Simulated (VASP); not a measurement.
## Al: single point with LDA

The system is Al.

```
CELL_PARAMETERS angstrom
2.75621 0.00000 0.00000
-1.37810 2.38694 0.00000
0.00000 0.00000 5.06752
ATOMIC_POSITIONS crystal
Al 0.66667 0.33333 0.75000
Al 0.33333 0.66667 0.25000
```

- Program: VASP 6.6.1
- Task: single point
- Functional: LDA
- Potentials or basis: VASP PAW LDA potentials, release 64 (Al)
- Cutoff: 520 eV
- k mesh: 14 × 14 × 7
- Occupations: fermi-dirac, width 0.15 eV
- Spin: no spin polarisation
- Dipole correction: no
- Further INCAR settings: ALGO = Normal; EDIFF = 1e-07; NBANDS = 10

```
Pressure               : -1.9 GPa
Band gap on the k mesh : zero (band 3 reaches 9.94 eV, above the bottom of band 4 at 4.95 eV)
```

Stress tensor (GPa, compression positive):
```
 0.36  0.00  0.00
 0.00  0.36  0.00
 0.00  0.00 -6.37
```

Levels at points of the mesh, in eV from the Fermi level:
```csv
k point,band 1,band 2,band 3,band 4,band 5,band 6,band 7
"(0.00, 0.00, 0.00)",-11.00,-5.74,-4.99,9.99,10.44,12.34,12.34
"(0.50, 0.00, 0.00)",-4.70,-4.69,0.13,0.73,0.93,1.52,6.97
```

Wall time 8.8 s on 1 thread of Intel(R) Xeon(R) 6975P-C (Granite Rapids), with other jobs on the host, peak memory 0.14 GiB.
